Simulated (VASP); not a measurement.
Here is a VASP 6.6.1 calculation.

INCAR

```
SYSTEM = CdSe
ALGO     = Normal         ! electronic algorithm
EDIFF    = 1E-6           ! SCF threshold, eV
ENCUT    = 520            ! plane-wave cutoff, eV
GGA      = PE             ! functional
ISIF     = 2              ! what is computed and relaxed
ISMEAR   = 0              ! smearing method
LASPH    = .True.         ! aspherical terms in the spheres
LCHARG   = .True.         ! write CHGCAR
LELF     = .True.         ! ELF
LREAL    = .False.        ! projectors in reciprocal space
LVHAR    = .True.       
LWAVE    = .False.        ! write WAVECAR
NBANDS   = 16             ! bands
NELM     = 100            ! most SCF steps
PREC     = Accurate       ! precision mode
SIGMA    = 0.1            ! smearing width, eV
```

KPOINTS

```
k-points
0
Gamma
  6 6 6
  0 0 0
```

The input POSCAR:

```
CdSe
1.0
    0.0000000000      3.0702712500      3.0702712500
    3.0702712500      0.0000000000      3.0702712500
    3.0702712500      3.0702712500      0.0000000000
Cd Se
1 1
Direct
    0.0000000000      0.0000000000      0.0000000000
    0.2500000000      0.2500000000      0.2500000000
```

Potentials or basis: VASP PAW PBE potentials, release 64 (Cd, Se).

Command:

```console
$ cat potpaw_PBE.64/Cd/POTCAR potpaw_PBE.64/Se/POTCAR > POTCAR
$ mpirun -np 1 vasp_std > vasp.out
```

Task: What does it give for the band gap on the k mesh?

Result: 0.55 eV, direct.

Task: What does it give for the pressure?

Result: 1.6 GPa.

A hybrid or GW would open this gap; PBE tends to underestimate it.
